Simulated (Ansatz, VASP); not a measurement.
## CsH: VASP beside Ansatz

File INCAR:

```
SYSTEM = CsH
ALGO     = Normal         ! electronic algorithm
EDIFF    = 1E-6           ! SCF threshold, eV
ENCUT    = 520            ! plane-wave cutoff, eV
GGA      = CA             ! functional
ISIF     = 2              ! what is computed and relaxed
ISMEAR   = 0              ! smearing method
LASPH    = .True.         ! aspherical terms in the spheres
LCHARG   = .False.        ! write CHGCAR
LREAL    = .False.        ! projectors in reciprocal space
LWAVE    = .False.        ! write WAVECAR
NBANDS   = 12             ! bands
NELM     = 80             ! most SCF steps
PREC     = Accurate       ! precision mode
SIGMA    = 0.05           ! smearing width, eV
```

KPOINTS

```
k-points
0
Gamma
  8 8 8
  0 0 0
```

POSCAR

```
CsH
1.0
    0.0000000000      3.3155200000      3.3155200000
    3.3155200000      0.0000000000      3.3155200000
    3.3155200000      3.3155200000      0.0000000000
Cs H
1 1
Direct
    0.0000000000      0.0000000000      0.0000000000
    0.5000000000      0.5000000000      0.5000000000
```

Input for Ansatz:

```yaml
crystal:
  lattice:
    - [0.0, 3.31552, 3.31552]
    - [3.31552, 0.0, 3.31552]
    - [3.31552, 3.31552, 0.0]
  atoms:
    - { symbol: Cs, position: [0.0, 0.0, 0.0] }
    - { symbol: H, position: [0.5, 0.5, 0.5] }
basis:
  ecutwfc: 420
kpoints:
  mp_grid: { grid: [8, 8, 8] }
hamiltonian:
  xc: lda
scf:
  occupations: { method: gaussian, width: 0.05 }
output:
  forces: true
  stress: true
  eigenvalues: true
```

Change from the starting cell: strain +0.040 along x and y, +0.040 along z, atoms carried along.

Alike in both runs: task single point; functional LDA; k mesh 8 × 8 × 8; occupations gaussian, width 0.05 eV; no spin polarisation.

```csv
,VASP,Ansatz
version,VASP 6.6.1,Ansatz 0.2.0
potentials or method,"VASP PAW LDA potentials, release 64 (Cs_sv, H), cutoff 520 eV","scalar-relativistic, plane waves, PAW"
valence electrons in the cell,10,10
```

|  | VASP | Ansatz | Ansatz less VASP |
| --- | --- | --- | --- |
| gap on the k mesh at the Fermi level (eV) | 2.07 | 2.08 | +0.012 |
| least direct gap on the mesh (eV) | 2.07 | 2.08 | +0.012 |
| pressure (GPa) | -1.9 | -1.9 | 0.00 |

LDA's correlation is that of Perdew and Zunger in VASP and of Perdew and Wang (1992) in Ansatz.

Neither program's run includes spin-orbit coupling.
